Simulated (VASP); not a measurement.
A run of VASP 6.6.1 is set up as follows.

File POSCAR:

```
Rb
1.0
   -2.8060000000      2.8060000000      2.8060000000
    2.8060000000     -2.8060000000      2.8060000000
    2.8060000000      2.8060000000     -2.8060000000
Rb
1
Direct
    0.0000000000      0.0000000000      0.0000000000
```

Contents of INCAR.step1:

```
SYSTEM = Rb
  ALGO = Normal
  EDIFF = 1E-4
  ENCUT = 520
  GGA = PE
  ISMEAR = 0
  LASPH = .True.
  LCHARG = .False.
  LREAL = .False.
  LWAVE = .True.
  NBANDS = 10
  NELM = 60
  PREC = Accurate
  SIGMA = 0.1
```

Contents of INCAR.step2:

```
SYSTEM = Rb
  ALGO = Normal
  EDIFF = 1E-6
  ENCUT = 520
  ISIF = 2
  ISMEAR = 0
  ISTART = 1
  LASPH = .True.
  LCHARG = .False.
  LMIXTAU = .True.
  LREAL = .False.
  LWAVE = .False.
  METAGGA = R2SCAN
  NBANDS = 10
  NELM = 60
  PREC = Accurate
  SIGMA = 0.1
```

Contents of KPOINTS:

```
k-points
0
Gamma
  4 4 4
  0 0 0
```

Potentials or basis: VASP PAW PBE potentials, release 64 (Rb_sv).

Launch:

```console
$ cat potpaw_PBE.64/Rb_sv/POTCAR > POTCAR
$ cp INCAR.step1 INCAR
$ mpirun -np 1 vasp_std > vasp.out
$ cp INCAR.step2 INCAR
$ mpirun -np 1 vasp_std > vasp.out
```

Task: Predict the pressure.

Result: 0.3 GPa.

Caveat: the k points lie up to 0.40 Å⁻¹ apart; the PAW data sets were made with another functional, which shifts forces and pressure a little.
